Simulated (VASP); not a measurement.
# AlN (F-43m) in VASP: further runs

Runs on AlN. Level: r2SCAN. Tasks: relaxation of cell and atoms.

Everything below comes from runs of VASP 6.6.1. Logs are shortened: lines on timing, memory, paths and dates and some standing lists are left out, and cuts for length are marked.

**1. The cell of the first run**

The structure is cubic, space group F-43m (No. 216). Conventional cell: a = 4.370 Å, b = 4.370 Å, c = 4.370 Å, α = 90.00°, β = 90.00°, γ = 90.00°. Al (site symmetry -43m) has 4 N at 1.89 Å within 2.5 Å. Within 2.5 Å of N (site symmetry -43m) lie 4 Al at 1.89 Å.

**2. Relaxation of cell and atoms, r2SCAN, target pressure 1 GPa, at which the enthalpy is minimised**

Contents of POSCAR:

```
AlN
1.0
    0.0000000000      2.1848999340      2.1848999340
    2.1848999340      0.0000000000      2.1848999340
    2.1848999340      2.1848999340      0.0000000000
Al N
1 1
Direct
    0.0000000000      0.0000000000      0.0000000000
    0.2500000000      0.2500000000      0.2500000000
```

Contents of INCAR.step1:

```
SYSTEM = AlN
PREC     = Accurate       ! precision mode
ENCUT    = 600            ! plane-wave cutoff, eV
ISMEAR   = 0              ! smearing method
SIGMA    = 0.01           ! smearing width, eV
LREAL    = .FALSE.        ! projectors in reciprocal space
LASPH    = .TRUE.         ! aspherical terms in the spheres
NELM     = 60             ! most SCF steps
GGA      = PE             ! functional
ALGO     = Normal         ! electronic algorithm
EDIFF    = 1E-4           ! SCF threshold, eV
LWAVE    = .TRUE.         ! write WAVECAR
LCHARG   = .FALSE.        ! write CHGCAR
```

Contents of INCAR.step2:

```
SYSTEM = AlN
PREC     = Accurate       ! precision mode
ENCUT    = 600            ! plane-wave cutoff, eV
EDIFF    = 1E-7           ! SCF threshold, eV
ISMEAR   = 0              ! smearing method
SIGMA    = 0.01           ! smearing width, eV
LREAL    = .FALSE.        ! projectors in reciprocal space
LASPH    = .TRUE.         ! aspherical terms in the spheres
NELM     = 60             ! most SCF steps
ALGO     = Normal         ! electronic algorithm
ISIF     = 3              ! what is computed and relaxed
LWAVE    = .FALSE.        ! write WAVECAR
LCHARG   = .FALSE.        ! write CHGCAR
METAGGA  = R2SCAN         ! meta-GGA
LMIXTAU  = .TRUE.       
IBRION   = 2              ! ionic algorithm
NSW      = 100            ! ionic steps
EDIFFG   = -0.002         ! ionic threshold
PSTRESS  = 10.0         
ISTART   = 1
```

Contents of KPOINTS:

```
regular mesh
0
G
  8 8 8
  0 0 0
```

Potentials or basis: VASP PAW PBE potentials, release 64 (Al, N).

Launch:

```sh
$ cat potpaw_PBE.64/Al/POTCAR potpaw_PBE.64/N/POTCAR > POTCAR
$ cp INCAR.step1 INCAR
$ mpirun -np 1 vasp_std > vasp.out
$ cp INCAR.step2 INCAR
$ mpirun -np 1 vasp_std > vasp.out
```

OUTCAR:

```text
SYSTEM = AlN
   PREC = Accurate
   ENCUT = 600
   EDIFF = 1E-7
   ISMEAR = 0
   LREAL = .FALSE.
   LASPH = .TRUE.
   NELM = 60
   ISIF = 3
   METAGGA = R2SCAN
   IBRION = 2
   NSW = 100
   EDIFFG = -0.002
   PSTRESS = 10.0
   ISTART = 1

 ion  position               nearest neighbor table
   1  0.000  0.000  0.000-   2 1.89   2 1.89   2 1.89   2 1.89
   2  0.250  0.250  0.250-   1 1.89   1 1.89   1 1.89   1 1.89

  LATTYP: Found a face centered cubic cell.
 ALAT       =     4.3697998680

  Lattice vectors:

 A1 = (   0.0000000000,   2.1848999340,   2.1848999340)
 A2 = (   2.1848999340,   0.0000000000,   2.1848999340)
 A3 = (   2.1848999340,   2.1848999340,   0.0000000000)

Analysis of symmetry for initial positions (statically):
=====================================================================
 Subroutine PRICEL returns:
 Original cell was already a primitive cell.

 Routine SETGRP: Setting up the symmetry group for a
 face centered cubic supercell.

 Subroutine GETGRP returns: Found 24 space group operations
 (whereof 24 operations were pure point group operations)
 out of a pool of 48 trial point group operations.

The static configuration has the point symmetry T_d .

Analysis of symmetry for dynamics (positions and initial velocities):
=====================================================================
 Subroutine PRICEL returns:
 Original cell was already a primitive cell.

 Routine SETGRP: Setting up the symmetry group for a
 face centered cubic supercell.

 Subroutine GETGRP returns: Found 24 space group operations
 (whereof 24 operations were pure point group operations)
 out of a pool of 48 trial point group operations.

The dynamic configuration has the point symmetry T_d .

 Subroutine INISYM returns: Found 24 space group operations
 (whereof 24 operations are pure point group operations),
 and found     1 'primitive' translations

----------------------------------------------------------------------------------------

                                     Primitive cell

  volume of cell :      20.8605

  direct lattice vectors                    reciprocal lattice vectors
     0.000000000  2.184899934  2.184899934    -0.228843432  0.228843432  0.228843432
     2.184899934  0.000000000  2.184899934     0.228843432 -0.228843432  0.228843432
     2.184899934  2.184899934  0.000000000     0.228843432  0.228843432 -0.228843432

  length of vectors
     3.089915119  3.089915119  3.089915119     0.396368452  0.396368452  0.396368452

  position of ions in fractional coordinates (direct lattice)
     0.000000000  0.000000000  0.000000000
     0.250000000  0.250000000  0.250000000

  ion indices of the primitive-cell ions
   primitive index   ion index
                 1           1
                 2           2

----------------------------------------------------------------------------------------

 KPOINTS: regular mesh

Automatic generation of k-mesh.
 Grid dimensions read from file:
 generate k-points for:    8    8    8

 Generating k-lattice:

  Cartesian coordinates                     Fractional coordinates (reciprocal lattice)
    -0.028605429  0.028605429  0.028605429     0.125000000  0.000000000  0.000000000
     0.028605429 -0.028605429  0.028605429     0.000000000  0.125000000  0.000000000
     0.028605429  0.028605429 -0.028605429     0.000000000  0.000000000  0.125000000

  Length of vectors
     0.049546056  0.049546056  0.049546056

  Shift w.r.t. Gamma in fractional coordinates (k-lattice)
     0.000000000  0.000000000  0.000000000

 Subroutine IBZKPT returns following result:
 ===========================================

 Found     29 irreducible k-points:

 Following reciprocal coordinates:
            Coordinates               Weight
  0.000000  0.000000  0.000000      1.000000
  0.125000  0.000000  0.000000      8.000000
  0.250000  0.000000  0.000000      8.000000
  0.375000  0.000000  0.000000      8.000000
  0.500000  0.000000  0.000000      4.000000
  0.125000  0.125000  0.000000      6.000000
[... 16 lines left out ...]
  0.500000  0.250000  0.125000     48.000000
 -0.375000  0.250000  0.125000     24.000000
 [... further k-points ...]
   k-points           NKPTS =     29   k-points in BZ     NKDIM =     29   number of bands    NBANDS=      8
   number of dos      NEDOS =    301   number of ions     NIONS =      2
   total plane-waves  NPLWV =  21952
   dimension x,y,z NGX =    28 NGY =   28 NGZ =   28
   dimension x,y,z NGXF=    56 NGYF=   56 NGZF=   56
   ions per type =               1   1
   NGX,Y,Z   is equivalent  to a cutoff of  15.06, 15.06, 15.06 a.u.
   NGXF,Y,Z  is equivalent  to a cutoff of  30.13, 30.13, 30.13 a.u.
 SYSTEM =  AlN
   PREC   = accura    normal or accurate (medium, high low for compatibility)
   ISTART =      1    job   : 0-new  1-cont  2-samecut
   ICHARG =      0    charge: 1-file 2-atom 10-const
   ISPIN  =      1    spin polarized calculation?
   LNONCOLLINEAR =      F non collinear calculations
   LSORBIT =      F    spin-orbit coupling
   LASPH  =      T    aspherical Exc in radial PAW
   ENCUT  =  600.0 eV  44.10 Ry    6.64 a.u.   6.17  6.17  6.17*2*pi/ulx,y,z
   NELM   =     60;   NELMIN=  2; NELMDL=  0     # of ELM steps
   EDIFF  = 0.1E-06   stopping-criterion for ELM
   LREAL  =      F    real-space projection
   EDIFFG = -.2E-02   stopping-criterion for IOM
   NSW    =    100    number of steps for IOM
   IBRION =      2    ionic relax: 0-MD 1-quasi-New 2-CG
   NFREE  =      1    steps in history (QN), initial steepest desc. (CG)
   ISIF   =      3    stress and relaxation
   ISYM   =      2    0-nonsym 1-usesym 2-fastsym
   POTIM  = 0.5000    time-step for ionic-motion
   TEBEG  =    0.0;   TEEND  =   0.0 temperature during run
   PSTRESS=   10.0 pullay stress
   NELECT =       8.0000    total number of electrons
   NUPDOWN=      -1.0000    fix difference up-down
   EMIN   =  10.00;   EMAX   =-10.00  energy-range for DOS
   EFERMI =   0.00;   METHOD = LEGACY
   ISMEAR =     0;   SIGMA  =   0.01  broadening in eV -4-tet -1-fermi 0-gaus
   EFERMI_NEDOS =   21; number of points for ismear=-14 and -15
   IALGO  =     38    algorithm
   IMIX   =      4    mixing-type and parameters
     AMIX     =   0.40;   BMIX     =  1.00
     AMIX_MAG =   1.60;   BMIX_MAG =  1.00
  volume/ion in A,a.u.               =      10.43        70.39
  Fermi-wavevector in a.u.,A,eV,Ry     =   1.189406  2.247650 19.247964  1.414685
  Thomas-Fermi vector in A             =   2.325514
   LORBIT       =      0    0 simple, 1 ext, 2 COOP (PROOUT), +10 PAW based schemes
   METAGGA = R2SCAN    functional components
   LHFCALC =     F    Hartree Fock is set to
   AEXX    =    0.0000 exact exchange contribution
   IVDW    =     0    specifies the selected vdW correction
   LEPSILON=     F    determine dielectric tensor
   LRPA    =     F    only Hartree local field effects (RPA)
 conjugate gradient relaxation of ions
 non-spin polarized calculation
 Gauss-broadening in eV      SIGMA  =   0.01
  energy-cutoff  :      600.00
  volume of cell :       20.86
 maximum number of plane-waves:       725
 NGX is ok and might be reduce to    28
   NGX = 13   NGY = 13   NGZ = 13

--------------------------------------- Ionic step        1  -------------------------------------------

 number of electron       7.9999999 magnetization

 Free energy of the ion-electron system (eV)
  ---------------------------------------------------
  ext. energy  EPLUGINS =         0.00000000
  ---------------------------------------------------
  free energy    TOTEN  =       -19.17961480 eV

  energy without entropy =      -19.17961480  energy(sigma->0) =      -19.17961480

------------------------ aborting loop because EDIFF is reached ----------------------------------------

  FORCE on cell =-STRESS in cart. coord.  units (eV):
  Direction    XX          YY          ZZ          XY          YZ          ZX
  --------------------------------------------------------------------------------------
  -------------------------------------------------------------------------------------
  Total       -0.0439946     -0.0439946     -0.0439946      0.0000000      0.0000000      0.0000000
  in kB       -3.3789758     -3.3789758     -3.3789758      0.0000000      0.0000000      0.0000000
  external PRESSURE =     -13.3789758 kB  Pullay stress =      10.0000000 kB

 VOLUME and BASIS-vectors are now :
 -----------------------------------------------------------------------------
  energy-cutoff  :      600.00
  volume of cell :       20.86
      direct lattice vectors                 reciprocal lattice vectors
     0.000000000  2.184899934  2.184899934    -0.228843432  0.228843432  0.228843432
     2.184899934  0.000000000  2.184899934     0.228843432 -0.228843432  0.228843432
     2.184899934  2.184899934  0.000000000     0.228843432  0.228843432 -0.228843432
[... 84 lines left out ...]
  FREE ENERGIE OF THE ION-ELECTRON SYSTEM (eV)
  ---------------------------------------------------
  free  energy   TOTEN  =       -19.1793557646 eV

  energy  without entropy=      -19.1793557646  energy(sigma->0) =      -19.17935576

  enthalpy is  TOTEN    =       -19.0499256925 eV   P V=        0.1294300721

--------------------------------------- Ionic step        4  -------------------------------------------

 number of electron       7.9999999 magnetization

 Free energy of the ion-electron system (eV)
  ---------------------------------------------------
  ext. energy  EPLUGINS =         0.00000000
  ---------------------------------------------------
  free energy    TOTEN  =       -19.17931307 eV

  energy without entropy =      -19.17931307  energy(sigma->0) =      -19.17931307

 E-fermi :   5.7924     XC(G=0): -11.4408

 val. band max:        5.7401119139   @ k =   0.0000   0.0000   0.0000
 cond. band min:       9.6785721973   @ k =   0.5000   0.5000   0.0000
 fundamental gap:      3.9384602834
 Fermi energy:         5.7924111224

 k-point     1 :       0.0000    0.0000    0.0000
  band No.  band energies     occupation
      1     -10.0313      2.00000
      2       5.7401      2.00000
      3       5.7401      2.00000
      4       5.7401      2.00000
      5      10.6792      0.00000
      6      19.3133      0.00000
      7      19.3133      0.00000
      8      19.3133      0.00000

 k-point     2 :       0.1250    0.0000    0.0000
  band No.  band energies     occupation
      1      -9.8023      2.00000
      2       4.5684      2.00000
      3       5.6610      2.00000
      4       5.6610      2.00000
      5      11.6245      0.00000
      6      18.7524      0.00000
      7      19.4920      0.00000
      8      19.4920      0.00000
[... 221 lines left out ...]
 k-point    23 :       0.5000    0.2500    0.1250
  band No.  band energies     occupation
      1      -8.0109      2.00000
      2       1.0696      2.00000
      3       3.6503      2.00000
      4       4.8031      2.00000
      5      13.5498      0.00000
      6      16.2984      0.00000
      7      18.3221      0.00000
      8      19.5959      0.00000

 k-point    24 :      -0.3750    0.2500    0.1250
  band No.  band energies     occupation
      1      -7.6849      2.00000
      2       0.5529      2.00000
      3       3.4959      2.00000
      4       4.6142      2.00000
      5      13.5996      0.00000
      6      15.9094      0.00000
      7      18.9769      0.00000
      8      19.4206      0.00000

 [... further k-points ...]
[... 5 lines left out ...]
  --------------------------------------------------------------------------------------
  -------------------------------------------------------------------------------------
  Total        0.1292799      0.1292799      0.1292799      0.0000000      0.0000000      0.0000000
  in kB        9.9916531      9.9916531      9.9916531      0.0000000      0.0000000      0.0000000
  external PRESSURE =      -0.0083469 kB  Pullay stress =      10.0000000 kB

 VOLUME and BASIS-vectors are now :
 -----------------------------------------------------------------------------
  energy-cutoff  :      600.00
  volume of cell :       20.73
      direct lattice vectors                 reciprocal lattice vectors
     0.000000000  2.180342783  2.180342783    -0.229321740  0.229321740  0.229321740
     2.180342783  0.000000000  2.180342783     0.229321740 -0.229321740  0.229321740
     2.180342783  2.180342783  0.000000000     0.229321740  0.229321740 -0.229321740

 POSITION                                       TOTAL-FORCE (eV/Angst)
 -----------------------------------------------------------------------------------
      4.36069      2.18034      2.18034         0.000000      0.000000      0.000000
      1.09017      1.09017      1.09017        -0.000000     -0.000000     -0.000000
 -----------------------------------------------------------------------------------
    total drift:                                0.000002      0.000002      0.000003

  FREE ENERGIE OF THE ION-ELECTRON SYSTEM (eV)
  ---------------------------------------------------
  free  energy   TOTEN  =       -19.1793130654 eV

  energy  without entropy=      -19.1793130654  energy(sigma->0) =      -19.17931307

  enthalpy is  TOTEN    =       -19.0499251418 eV   P V=        0.1293879236

 reached required accuracy - stopping structural energy minimisation
```

It took 2.8 min on 1 thread of AMD EPYC 7R43 (Zen 3), shared host; peak memory 0.12 GiB.

What came out:

```yaml
Free_energy: -19.1793 eV
Relaxed_volume: 10.37 Å³/atom
Relaxed_cell: a = 3.083 Å, b = 3.083 Å, c = 3.083 Å, α = 60.00°, β = 60.00°, γ = 60.00°
Space_group_after_relaxing_to_0.05_Å: F-43m (No. 216)
Energy_change_on_relaxing_the_enthalpy_is_what_falls: +0.2 meV/atom
Ionic_steps: 4
Pressure_after_relaxing: 1.0 GPa
Band_gap_on_the_k_mesh: 3.94 eV, indirect (least direct gap 4.94 eV)
```

The path:
| step | energy change (eV) | largest force (eV/Å) | pressure (GPa) | volume (Å³) |
| --- | --- | --- | --- | --- |
| 1 | 0.0000 | 0.0000 | -0.34 | 20.86 |
| 2 | 0.0017 | 0.0000 | 2.39 | 20.60 |
| 3 | 0.0003 | 0.0000 | 0.93 | 20.74 |
| 4 | 0.0003 | 0.0000 | 1.00 | 20.73 |

Final structure:
```
Al N
1.0
     0.00000    2.18034    2.18034
     2.18034    0.00000    2.18034
     2.18034    2.18034    0.00000
Al N
1 1
Cartesian
  4.3607 2.1803 2.1803
  1.0902 1.0902 1.0902
```

Caveat: the cell is relaxed towards a set pressure, so the enthalpy falls and the energy may rise; the PAW data sets were made with another functional, which shifts forces and pressure a little. r2SCAN opens gaps a little over a GGA but as a rule still falls short of measured ones.

[end of part 1 of 2]
